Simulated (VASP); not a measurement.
# CaO (P-6m2) in VASP: further runs

The runs below take CaO through single point, relaxation of cell and atoms, with PBE.

All numbers are computed with VASP 6.6.1; they aren't measurements. Logs are shortened: lines on timing, memory, paths and dates and some standing lists are left out, and cuts for length are marked.

**1. The cell of the first run**

The structure is hexagonal, space group P-6m2 (No. 187). The conventional cell has a = 2.799 Å, b = 2.799 Å, c = 4.430 Å, α = 90.00°, β = 90.00°, γ = 120.00°. Ca (site symmetry -6m2) has 6 O at 2.74 Å and 6 Ca at 2.80 Å within 3.6 Å. O (site symmetry -6m2) has 6 Ca at 2.74 Å and 6 O at 2.80 Å within 3.6 Å.

**2. Single point, PBE**

The input, INCAR:

```
PREC = Accurate
ENCUT = 520
EDIFF = 1E-6
ISMEAR = 0
SIGMA = 0.1
LREAL = False
LASPH = True
NELM = 60
ALGO = Normal
ISIF = 2
LWAVE = False
LCHARG = True
GGA = PE
LELF = True
LVHAR = True
NBANDS = 15
```

The input, KPOINTS:

```
regular mesh
0
Gamma
  6 6 4
```

The input, POSCAR:

```
CaO
1.0
    2.7985427200      0.0000000000      0.0000000000
   -1.3992713600      2.4236090900      0.0000000000
    0.0000000000      0.0000000000      4.4295148700
Ca O
1 1
Direct
    0.0000000000      0.0000000000      0.0000000000
    0.3333333300      0.6666666700      0.5000000000
```

Potentials or basis: VASP PAW PBE potentials, release 64 (Ca_sv, O).

The run is started by

```console
$ cat potpaw_PBE.64/Ca_sv/POTCAR potpaw_PBE.64/O/POTCAR > POTCAR
$ mpirun -np 1 vasp_std > vasp.out
```

OUTCAR:

```text
PREC = Accurate
   ENCUT = 520
   EDIFF = 1E-6
   ISMEAR = 0
   LREAL = False
   LASPH = True
   NELM = 60
   ISIF = 2
   GGA = PE

 ion  position               nearest neighbor table
   1  0.000  0.000  0.000-
   2  0.333  0.667  0.500-

  LATTYP: Found a hexagonal cell.
 ALAT       =     2.7985427200
 C/A-ratio  =     1.5827933725

  Lattice vectors:

 A1 = (   2.7985427200,   0.0000000000,   0.0000000000)
 A2 = (  -1.3992713600,   2.4236090900,   0.0000000000)
 A3 = (   0.0000000000,   0.0000000000,   4.4295148700)

Analysis of symmetry for initial positions (statically):
=====================================================================
 Subroutine PRICEL returns:
 Original cell was already a primitive cell.

 Routine SETGRP: Setting up the symmetry group for a
 hexagonal supercell.

 Subroutine GETGRP returns: Found 12 space group operations
 (whereof 12 operations were pure point group operations)
 out of a pool of 24 trial point group operations.

The static configuration has the point symmetry D_3h.

Analysis of symmetry for dynamics (positions and initial velocities):
=====================================================================
 Subroutine PRICEL returns:
 Original cell was already a primitive cell.

 Routine SETGRP: Setting up the symmetry group for a
 hexagonal supercell.

 Subroutine GETGRP returns: Found 12 space group operations
 (whereof 12 operations were pure point group operations)
 out of a pool of 24 trial point group operations.

The dynamic configuration has the point symmetry D_3h.

 Subroutine INISYM returns: Found 12 space group operations
 (whereof 12 operations are pure point group operations),
 and found     1 'primitive' translations

----------------------------------------------------------------------------------------

                                     Primitive cell

  volume of cell :      30.0435

  direct lattice vectors                    reciprocal lattice vectors
     2.798542720  0.000000000  0.000000000     0.357328831  0.206303897  0.000000000
    -1.399271360  2.423609090  0.000000000     0.000000000  0.412607794  0.000000000
     0.000000000  0.000000000  4.429514870     0.000000000  0.000000000  0.225758357

  length of vectors
     2.798542720  2.798542721  4.429514870     0.412607794  0.412607794  0.225758357

  position of ions in fractional coordinates (direct lattice)
     0.000000000  0.000000000  0.000000000
     0.333333330  0.666666670  0.500000000

  ion indices of the primitive-cell ions
   primitive index   ion index
                 1           1
                 2           2

----------------------------------------------------------------------------------------

 KPOINTS: regular mesh

Automatic generation of k-mesh.
 Grid dimensions read from file:
 generate k-points for:    6    6    4

 Generating k-lattice:

  Cartesian coordinates                     Fractional coordinates (reciprocal lattice)
     0.059554805  0.034383983  0.000000000     0.166666667  0.000000000  0.000000000
     0.000000000  0.068767966  0.000000000     0.000000000  0.166666667  0.000000000
     0.000000000  0.000000000  0.056439589     0.000000000  0.000000000  0.250000000

  Length of vectors
     0.068767966  0.068767966  0.056439589

  Shift w.r.t. Gamma in fractional coordinates (k-lattice)
     0.000000000  0.000000000  0.000000000

 Subroutine IBZKPT returns following result:
 ===========================================

 Found     21 irreducible k-points:

 Following reciprocal coordinates:
            Coordinates               Weight
  0.000000  0.000000  0.000000      1.000000
  0.166667  0.000000  0.000000      6.000000
  0.333333  0.000000  0.000000      6.000000
  0.500000  0.000000  0.000000      3.000000
  0.166667  0.166667  0.000000      6.000000
  0.333333  0.166667  0.000000     12.000000
[... 13 lines left out ...]
  0.333333  0.166667  0.500000     12.000000
  0.333333  0.333333  0.500000      2.000000
   k-points           NKPTS =     21   k-points in BZ     NKDIM =     21   number of bands    NBANDS=     15
   number of dos      NEDOS =    301   number of ions     NIONS =      2
   total plane-waves  NPLWV =  20736
   dimension x,y,z NGX =    24 NGY =   24 NGZ =   36
   dimension x,y,z NGXF=    48 NGYF=   48 NGZF=   72
   ions per type =               1   1
   NGX,Y,Z   is equivalent  to a cutoff of  14.26, 14.26, 13.51 a.u.
   NGXF,Y,Z  is equivalent  to a cutoff of  28.51, 28.51, 27.02 a.u.
 SYSTEM =  unknown system
   PREC   = accura    normal or accurate (medium, high low for compatibility)
   ISTART =      0    job   : 0-new  1-cont  2-samecut
   ICHARG =      2    charge: 1-file 2-atom 10-const
   ISPIN  =      1    spin polarized calculation?
   LNONCOLLINEAR =      F non collinear calculations
   LSORBIT =      F    spin-orbit coupling
   LASPH  =      T    aspherical Exc in radial PAW
   ENCUT  =  520.0 eV  38.22 Ry    6.18 a.u.   5.20  5.20  8.24*2*pi/ulx,y,z
   NELM   =     60;   NELMIN=  2; NELMDL= -5     # of ELM steps
   EDIFF  = 0.1E-05   stopping-criterion for ELM
   LREAL  =      F    real-space projection
   EDIFFG = 0.1E-04   stopping-criterion for IOM
   NSW    =      0    number of steps for IOM
   IBRION =     -1    ionic relax: 0-MD 1-quasi-New 2-CG
   NFREE  =      0    steps in history (QN), initial steepest desc. (CG)
   ISIF   =      2    stress and relaxation
   ISYM   =      2    0-nonsym 1-usesym 2-fastsym
   POTIM  = 0.5000    time-step for ionic-motion
   TEBEG  =    0.0;   TEEND  =   0.0 temperature during run
   PSTRESS=    0.0 pullay stress
   NELECT =      16.0000    total number of electrons
   NUPDOWN=      -1.0000    fix difference up-down
   EMIN   =  10.00;   EMAX   =-10.00  energy-range for DOS
   EFERMI =   0.00;   METHOD = LEGACY
   ISMEAR =     0;   SIGMA  =   0.10  broadening in eV -4-tet -1-fermi 0-gaus
   EFERMI_NEDOS =   21; number of points for ismear=-14 and -15
   IALGO  =     38    algorithm
   IMIX   =      4    mixing-type and parameters
     AMIX     =   0.40;   BMIX     =  1.00
     AMIX_MAG =   1.60;   BMIX_MAG =  1.00
  volume/ion in A,a.u.               =      15.02       101.37
  Fermi-wavevector in a.u.,A,eV,Ry     =   1.326981  2.507630 23.958196  1.760878
  Thomas-Fermi vector in A             =   2.456327
   LORBIT       =      0    0 simple, 1 ext, 2 COOP (PROOUT), +10 PAW based schemes
   GGA     = PE    functional components
   LHFCALC =     F    Hartree Fock is set to
   AEXX    =    0.0000 exact exchange contribution
   IVDW    =     0    specifies the selected vdW correction
   LEPSILON=     F    determine dielectric tensor
   LRPA    =     F    only Hartree local field effects (RPA)
 non-spin polarized calculation
 Gauss-broadening in eV      SIGMA  =   0.10
  energy-cutoff  :      520.00
  volume of cell :       30.04
 maximum number of plane-waves:       820
 NGX is ok and might be reduce to    24
   NGX = 11   NGY = 11   NGZ = 17

 number of electron      16.0000002 magnetization

 Free energy of the ion-electron system (eV)
  ---------------------------------------------------
  ext. energy  EPLUGINS =         0.00000000
  ---------------------------------------------------
  free energy    TOTEN  =        -7.17297143 eV

  energy without entropy =       -7.16435645  energy(sigma->0) =       -7.16866394

 E-fermi :   3.6542     XC(G=0): -10.3138

 val. band max:        3.6073928809   @ k =   0.0000   0.0000   0.5000
 cond. band min:       3.6581442567   @ k =   0.3333   0.0000   0.2500
 fundamental gap:      0.0507513759
 Fermi energy:         3.6542164564

 k-point     1 :       0.0000    0.0000    0.0000
  band No.  band energies     occupation
      1     -37.9278      2.00000
      2     -18.5050      2.00000
      3     -17.9764      2.00000
      4     -17.9764      2.00000
      5     -13.1029      2.00000
      6       0.8694      2.00000
      7       2.1792      2.00000
      8       3.9648      0.00001
      9       3.9648      0.00001
     10       6.8616      0.00000
     11       6.8616      0.00000
     12       7.9016      0.00000
     13      10.1286      0.00000
     14      10.1286      0.00000
     15      13.9071      0.00000

 k-point     2 :       0.1667    0.0000    0.0000
  band No.  band energies     occupation
      1     -37.8167      2.00000
      2     -18.5343      2.00000
      3     -18.4090      2.00000
      4     -18.0921      2.00000
      5     -12.8651      2.00000
      6       0.8772      2.00000
      7       2.6504      2.00000
      8       3.4205      1.99905
      9       3.8393      0.00886
     10       6.1143      0.00000
     11       7.7132      0.00000
     12       8.6911      0.00000
     13       9.0016      0.00000
     14       9.8537      0.00000
     15      14.8643      0.00000

 k-point     3 :       0.3333    0.0000    0.0000
  band No.  band energies     occupation
      1     -37.5857      2.00000
      2     -19.5551      2.00000
      3     -18.3153      2.00000
      4     -18.2112      2.00000
      5     -12.3677      2.00000
      6       0.8792      2.00000
      7       1.0596      2.00000
      8       3.5629      1.80366
      9       3.5658      1.78896
     10       7.5056      0.00000
     11       7.5245      0.00000
     12       9.3498      0.00000
     13       9.7514      0.00000
     14       9.8420      0.00000
     15      15.7316      0.00000
[... 289 lines left out ...]
 k-point    20 :       0.3333    0.1667    0.5000
  band No.  band energies     occupation
      1     -37.4654      2.00000
      2     -19.7670      2.00000
      3     -18.7244      2.00000
      4     -18.1396      2.00000
      5     -12.1469      2.00000
      6       0.9426      2.00000
      7       1.2301      2.00000
      8       2.6577      2.00000
      9       4.4319      0.00000
     10       6.3290      0.00000
     11       7.7710      0.00000
     12       8.7530      0.00000
     13       9.5482      0.00000
     14      13.0705      0.00000
     15      17.4244      0.00000

 k-point    21 :       0.3333    0.3333    0.5000
  band No.  band energies     occupation
      1     -37.4052      2.00000
      2     -19.4204      2.00000
      3     -19.4159      2.00000
      4     -18.0780      2.00000
      5     -12.0493      2.00000
      6       1.1586      2.00000
      7       1.4834      2.00000
      8       1.7849      2.00000
      9       5.7374      0.00000
     10       6.9472      0.00000
     11       7.0217      0.00000
     12       7.5085      0.00000
     13       9.2286      0.00000
     14      15.4224      0.00000
     15      15.9616      0.00000

------------------------ aborting loop because EDIFF is reached ----------------------------------------

  FORCE on cell =-STRESS in cart. coord.  units (eV):
  Direction    XX          YY          ZZ          XY          YZ          ZX
  --------------------------------------------------------------------------------------
  -------------------------------------------------------------------------------------
  Total        6.3396173      6.3396173    -13.2146484      0.0000000      0.0000000      0.0000000
  in kB      338.0826993    338.0826995   -704.7182497      0.0000000      0.0000000      0.0000000
  external PRESSURE =      -9.5176169 kB  Pullay stress =       0.0000000 kB

 VOLUME and BASIS-vectors are now :
 -----------------------------------------------------------------------------
  energy-cutoff  :      520.00
  volume of cell :       30.04
      direct lattice vectors                 reciprocal lattice vectors
     2.798542720  0.000000000  0.000000000     0.357328831  0.206303897  0.000000000
    -1.399271360  2.423609090  0.000000000     0.000000000  0.412607794  0.000000000
     0.000000000  0.000000000  4.429514870     0.000000000  0.000000000  0.225758357

 POSITION                                       TOTAL-FORCE (eV/Angst)
 -----------------------------------------------------------------------------------
      0.00000      0.00000      0.00000        -0.000000      0.000000      0.000000
     -0.00000      1.61574      2.21476         0.000000     -0.000000      0.000000
 -----------------------------------------------------------------------------------
    total drift:                                0.000017     -0.000010     -0.000000

  FREE ENERGIE OF THE ION-ELECTRON SYSTEM (eV)
  ---------------------------------------------------
  free  energy   TOTEN  =        -7.1729714289 eV

  energy  without entropy=       -7.1643564540  energy(sigma->0) =       -7.16866394
```

Run time: 10 s. Hardware: 1 thread of Intel Xeon 6975P-C, shared host; peak memory 0.16 GiB.

Results:

* Free energy: -7.1730 eV
* Pressure: -1.0 GPa
* Band gap on the k mesh: zero (band 8 reaches 4.02 eV, above the bottom of band 9 at 3.34 eV)

Levels at points of the mesh, in eV from the Fermi level:
```csv
k point,band 5,band 6,band 7,band 8,band 9,band 10,band 11,band 12
"(0.00, 0.00, 0.00)",-16.76,-2.78,-1.48,0.31,0.31,3.21,3.21,4.25
"(0.50, 0.00, 0.00)",-15.75,-3.33,-2.78,-0.59,-0.23,3.26,5.46,5.98
"(0.00, 0.00, 0.50)",-16.45,-4.35,-0.05,0.36,0.36,3.05,3.05,6.52
"(0.50, 0.00, 0.50)",-15.80,-3.08,-2.59,-0.40,-0.09,2.17,5.37,5.91
```

Caveat: the k points lie up to 0.43 Å⁻¹ apart.

**3. Single point, PBE, collinear spin, ferromagnetic start**

The input, INCAR:

```
SYSTEM = CaO
PREC = Accurate ; ENCUT = 520
EDIFF = 1E-7 ; ISMEAR = 0
SIGMA = 0.1 ; LREAL = .False.
LASPH = .True. ; NELM = 150
ALGO = Normal ; ISIF = 2
LWAVE = .False. ; LCHARG = .True.
ISPIN = 2 ; MAGMOM = 0 1
LORBIT = 11 ; GGA = PE
LELF = .True. ; LVHAR = .True.
NBANDS = 19
```

The input, KPOINTS:

```
Automatic mesh
0
Gamma
  6 6 4
  0 0 0
```

POSCAR is that of step 2.

Potentials or basis: VASP PAW PBE potentials, release 64 (Ca_sv, O).

The run is started by

```console
$ cat potpaw_PBE.64/Ca_sv/POTCAR potpaw_PBE.64/O/POTCAR > POTCAR
$ mpirun -np 1 vasp_std > vasp.out
```

It took 32 s on 1 thread of Intel Xeon 6975P-C, shared host; peak memory 0.18 GiB.

It converged, with:

| Quantity | Value |
| --- | --- |
| Free energy | -7.1710 eV |
| Pressure | -0.9 GPa |
| Net moment | -0.15 μB per cell |
| Site moments | Ca -0.01; O -0.12 μB |
| Valence electrons inside the program's atomic spheres | Ca 8.33; O 4.79 |

Stress tensor (GPa, compression positive):
```
 33.88   0.00   0.00
  0.00  33.88   0.00
  0.00   0.00 -70.38
```

Levels at points of the mesh, in eV from the Fermi level:
Spin up:
```tsv
k point	band 6	band 7	band 8	band 9	band 10	band 11
(0.00, 0.00, 0.00)	-2.75	-1.45	0.44	0.44	3.23	3.23
(0.50, 0.00, 0.00)	-3.25	-2.75	-0.56	-0.10	3.27	5.46
(0.00, 0.00, 0.50)	-4.32	-0.01	0.50	0.50	3.06	3.06
(0.50, 0.00, 0.50)	-3.00	-2.56	-0.28	-0.07	2.18	5.37
```
Spin down:
| k point | band 6 | band 7 | band 8 | band 9 | band 10 | band 11 |
| --- | --- | --- | --- | --- | --- | --- |
| (0.00, 0.00, 0.00) | -2.83 | -1.51 | 0.17 | 0.17 | 3.18 | 3.18 |
| (0.50, 0.00, 0.00) | -3.42 | -2.82 | -0.62 | -0.36 | 3.24 | 5.46 |
| (0.00, 0.00, 0.50) | -4.38 | -0.09 | 0.22 | 0.22 | 3.03 | 3.03 |
| (0.50, 0.00, 0.50) | -3.18 | -2.63 | -0.53 | -0.13 | 2.15 | 5.37 |

Caveat: the k points lie up to 0.43 Å⁻¹ apart.

**4. Single point, PBE**

This run uses another cell than the first one, of 14.14 Å³/atom, 0.942 times its volume.

The input, INCAR:

```
SYSTEM = CaO
PREC = Accurate
ENCUT = 520
EDIFF = 1E-6
ISMEAR = 0
SIGMA = 0.02
LREAL = .FALSE.
LASPH = .TRUE.
NELM = 100
ALGO = Normal
ISIF = 2
LWAVE = .FALSE.
LCHARG = .TRUE.
GGA = PE
LELF = .TRUE.
LVHAR = .TRUE.
NBANDS = 15
```

The input, KPOINTS:

```
regular mesh
0
G
  12 12 8
  0 0 0
```

The input, POSCAR:

```
CaO
1.0
    3.3004901390      0.0000000000      0.0000000000
   -1.6502450695      2.8583083053      0.0000000000
    0.0000000000      0.0000000000      2.9987052257
Ca O
1 1
Direct
    0.0000000000      0.0000000000      0.0000000000
    0.3333333333      0.6666666667      0.5000000000
```

The run is started by

```console
$ cat potpaw_PBE.64/Ca_sv/POTCAR potpaw_PBE.64/O/POTCAR > POTCAR
$ mpirun -np 1 vasp_std > vasp.out
```

It took 32 s on 1 thread of Intel Xeon 6975P-C, shared host; peak memory 0.18 GiB.

The run converged. Its results:

```yaml
Free_energy: -12.3046 eV
Pressure: 0.5 GPa
Band_gap_on_the_k_mesh: 3.32 eV, direct
```

Stress tensor (GPa, compression positive):
```
0.47 0.00 0.00
0.00 0.47 0.00
0.00 0.00 0.62
```

Levels at points of the mesh, in eV from the valence-band top:
| k point | band 5 | band 6 | band 7 | band 8 | band 9 | band 10 | band 11 | band 12 |
| --- | --- | --- | --- | --- | --- | --- | --- | --- |
| (0.00, 0.00, 0.00) | -15.81 | -0.81 | -0.81 | 0.00 | 3.32 | 4.41 | 7.39 | 7.39 |
| (0.50, 0.00, 0.00) | -14.95 | -2.64 | -0.56 | -0.52 | 3.75 | 6.86 | 8.30 | 8.62 |
| (0.00, 0.00, 0.50) | -14.65 | -3.01 | -0.52 | -0.52 | 6.20 | 6.20 | 6.64 | 7.34 |
| (0.50, 0.00, 0.50) | -15.24 | -2.09 | -1.77 | -1.28 | 5.08 | 6.60 | 8.73 | 8.88 |

A k mesh can miss the band edges.

**5. Relaxation of cell and atoms, PBE**

This run uses another cell than the first one, of 14.14 Å³/atom, 0.942 times its volume.

The input, INCAR:

```
SYSTEM = CaO
PREC = Accurate
ENCUT = 600
EDIFF = 1E-6
ISMEAR = 0
SIGMA = 0.02
LREAL = .False.
LASPH = .True.
NELM = 100
ALGO = Normal
ISIF = 3
LWAVE = .False.
LCHARG = .False.
GGA = PE
IBRION = 2
NSW = 100
EDIFFG = -0.01
```

The input, KPOINTS:

```
Automatic mesh
0
Gamma
  12 12 8
  0 0 0
```

POSCAR is that of step 4.

The run is started by

```console
$ cat potpaw_PBE.64/Ca_sv/POTCAR potpaw_PBE.64/O/POTCAR > POTCAR
$ mpirun -np 1 vasp_std > vasp.out
```

Wall time 55 s (1 thread of Intel Xeon 6975P-C, shared host); peak memory 0.19 GiB.

It converged, with:

```yaml
Free_energy: -12.3071 eV
Relaxed_volume: 14.20 Å³/atom
Relaxed_cell: a = 3.305 Å, b = 3.305 Å, c = 3.004 Å, α = 90.00°, β = 90.00°, γ = 120.00°
Space_group_after_relaxing_to_0.05_Å: P-6m2 (No. 187)
Energy_gained_by_relaxing: 0.1 meV/atom
Ionic_steps: 3
Pressure_after_relaxing: 0.0 GPa
Band_gap_on_the_k_mesh: 3.31 eV, direct
```

Stress tensor (GPa, compression positive):
```
 0.02  0.00  0.00
 0.00  0.02  0.00
 0.00  0.00 -0.07
```

The path:
| step | energy change (eV) | largest force (eV/Å) | pressure (GPa) | volume (Å³) |
| --- | --- | --- | --- | --- |
| 1 | 0.0000 | 0.0000 | 0.44 | 28.29 |
| 2 | -0.0001 | 0.0000 | -0.13 | 28.45 |
| 3 | -0.0002 | 0.0000 | -0.01 | 28.41 |

Final structure:
```cif
data_structure
_symmetry_space_group_name_H-M 'P 1'
_symmetry_Int_Tables_number 1
_cell_length_a 3.3046
_cell_length_b 3.3046
_cell_length_c 3.0037
_cell_angle_alpha 90.000
_cell_angle_beta 90.000
_cell_angle_gamma 120.000
_cell_volume 28.41
loop_
_atom_site_label
_atom_site_type_symbol
_atom_site_fract_x
_atom_site_fract_y
_atom_site_fract_z
_atom_site_occupancy
Ca1 Ca 0.00000 0.00000 0.00000 1
O1 O 0.33333 0.66667 0.50000 1
```

Levels at points of the mesh, in eV from the valence-band top:
```tsv
k point	band 5	band 6	band 7	band 8	band 9	band 10	band 11	band 12
(0.00, 0.00, 0.00)	-15.80	-0.80	-0.80	0.00	3.31	4.40	7.37	7.37
(0.50, 0.00, 0.00)	-14.95	-2.63	-0.55	-0.51	3.75	6.84	8.28	8.59
(0.00, 0.00, 0.50)	-14.65	-3.00	-0.51	-0.51	6.19	6.19	6.62	7.33
(0.50, 0.00, 0.50)	-15.23	-2.08	-1.76	-1.26	5.06	6.58	8.71	8.86
```

A k mesh can miss the band edges. Expect the measured gap to be larger: semilocal functionals such as PBE lack the derivative discontinuity.

**6. Overview**

```csv
task,spin,cell,k mesh,cutoff (eV),smearing,gap on the mesh (eV),pressure (GPa)
single point,off,"a = 2.799, b = 2.799, c = 4.430 Å, angles 90.0, 90.0, 120.0°, 2 atoms",6 × 6 × 4,520,gaussian 0.1 eV,none,-1.0
single point,"collinear, ferromagnetic start","a = 2.799, b = 2.799, c = 4.430 Å, angles 90.0, 90.0, 120.0°, 2 atoms",6 × 6 × 4,520,gaussian 0.1 eV,none,-0.9
single point,off,"a = 3.300, b = 3.300, c = 2.999 Å, angles 90.0, 90.0, 120.0°, 2 atoms",12 × 12 × 8,520,gaussian 0.02 eV,3.32,0.5
relaxation of cell and atoms,off,"relaxed from a = 3.300, b = 3.300, c = 2.999 Å, angles 90.0, 90.0, 120.0°, 2 atoms",12 × 12 × 8,600,gaussian 0.02 eV,3.31,0.0
```

Alike in all rows: level PBE; potentials or basis VASP PAW PBE potentials, release 64 (Ca_sv, O).

Caveats: some runs use coarse meshes.

Total energies depend on the potentials used, so only differences within one code and one set of settings carry meaning.
